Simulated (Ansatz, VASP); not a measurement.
**ZnCo in VASP and in Ansatz**

```
Zn Co
1.0
     2.62877    0.00000    0.00000
    -1.31439    2.27658    0.00000
     0.00000    0.00000    4.20616
Zn Co
1 1
Direct
  0.66667 0.33333 0.00000
  0.00000 0.00000 0.50000
```

Alike in both runs: task single point; functional LDA; k mesh 13 × 13 × 7; occupations fermi-dirac, width 0.1 eV; collinear spin.

|  | VASP | Ansatz |
| --- | --- | --- |
| version | VASP 6.6.1 | Ansatz 0.2.0 |
| potentials or method | VASP PAW LDA potentials, release 64 (Zn, Co), cutoff 520 eV | plane waves, PAW |
| valence electrons in the cell | 21 | 29 |

|  | VASP | Ansatz | Ansatz less VASP |
| --- | --- | --- | --- |
| net moment per atom (μB) | 0.59 | 0.62 | +0.033 |
| size of the moment on the site where the two differ most (μB) | 1.23 | 1.33 | +0.094 |

LDA's correlation is that of Perdew and Zunger in VASP and of Perdew and Wang (1992) in Ansatz. Site moments also hang on the region over which each program counts them. VASP's potentials hold 21 valence electrons a cell and Ansatz's 29, so a difference there can come from the potentials and not from the codes.
